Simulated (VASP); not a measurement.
**BN: single point with LDA**

Crystal: BN.

```
CELL_PARAMETERS angstrom
0.00000 1.66470 1.79000
1.79000 0.00000 1.79000
1.79000 1.66470 0.00000
ATOMIC_POSITIONS crystal
B 0.00000 0.00000 0.00000
N 0.75000 0.75000 0.75000
```

This cell differs from its parent crystal: engineering shear strain xz +0.0000, normal strain along z -0.0700.

```yaml
Program: VASP 6.6.1
Task: single point
Functional: LDA
Potentials_or_basis: VASP PAW LDA potentials, release 64 (B, N)
Cutoff: 520 eV
k_mesh: 12 × 12 × 12
Occupations: gaussian, width 0.05 eV
Spin: no spin polarisation
Dipole_correction: no
Further_INCAR_settings: ALGO = Normal; EDIFF = 1e-06; NBANDS = 11
```

```json
{
 "Pressure": "34.7 GPa",
 "Band gap on the k mesh": "3.12 eV, indirect (least direct gap 8.41 eV)"
}
```

Stress tensor (GPa, compression positive):
```
20.08  0.00  0.00
 0.00 63.82  0.00
 0.00  0.00 20.08
```

Levels at points of the mesh, in eV from the valence-band top:
```tsv
k point	band 1	band 2	band 3	band 4	band 5	band 6	band 7	band 8	band 9
(0.00, 0.00, 0.00)	-21.72	-0.68	-0.68	0.00	8.41	8.94	8.94	11.67	26.04
(0.50, 0.00, 0.00)	-16.92	-12.12	-3.17	-2.03	9.75	10.18	12.50	15.66	23.98
(0.50, 0.50, 0.00)	-15.74	-10.40	-5.52	-5.48	4.52	9.90	17.98	19.12	21.23
(0.50, 0.00, 0.50)	-14.76	-9.25	-6.59	-6.59	3.12	8.07	18.92	18.92	22.92
```

It took 12 s on 1 thread of Intel Xeon 6975P-C (shared host), peak memory 0.12 GiB.

Caveat: the cell differs from its parent crystal (engineering shear strain xz +0.0000, normal strain along z -0.0700). A k mesh can miss the band edges.
